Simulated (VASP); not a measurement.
Wanted: the native input for a VASP 6.6.1 run.

* Task: single point
* Functional: PBEsol
* Potentials or basis: VASP PAW PBE potentials, release 64 (Ag)
* Cutoff: 520 eV
* k mesh: 17 × 17 × 5
* Occupations: fermi-dirac, width 0.1 eV
* Spin: no spin polarisation
* Dipole correction: no
* Further INCAR settings: ALGO = Normal; EDIFF = 1e-06; NBANDS = 30

The structure of Ag lies in POSCAR:

```
Ag
1.0
    2.9286543621      0.0000000000      0.0000000000
   -1.4643271811      2.5362890765      0.0000000000
    0.0000000000      0.0000000000      9.6844661236
Ag
4
Direct
    0.3333333333      0.6666666667      0.2500000000
    0.6666666667      0.3333333333      0.7500000000
    0.0000000000      1.0000000000      1.0000000000
    0.0000000000      1.0000000000      0.5000000000
```

This cell differs from its parent crystal: volume scaled by 1.08.

One way to write it, as run:

INCAR

```
PREC = Accurate ; ENCUT = 520
EDIFF = 1E-6 ; ISMEAR = -1
SIGMA = 0.1 ; LREAL = F
LASPH = T ; NELM = 100
ALGO = Normal ; ISIF = 2
LWAVE = F ; LCHARG = F
GGA = PS ; NBANDS = 30
```

KPOINTS

```
Automatic mesh
0
Gamma
  17 17 5
```

Potentials or basis: VASP PAW PBE potentials, release 64 (Ag).

Run with:

```bash
$ cat potpaw_PBE.64/Ag/POTCAR > POTCAR
$ mpirun -np 1 vasp_std > vasp.out
```

Results of the run:

- Pressure: -7.4 GPa
- Band gap on the k mesh: zero (band 22 reaches 10.34 eV, above the bottom of band 23 at 4.53 eV)

Caveat: the PAW data sets were made with another functional, which shifts forces and pressure a little.

It took 64 s on 1 thread of Intel(R) Xeon(R) Platinum 8559C (Emerald Rapids), with other jobs on the host, peak memory 0.29 GiB.
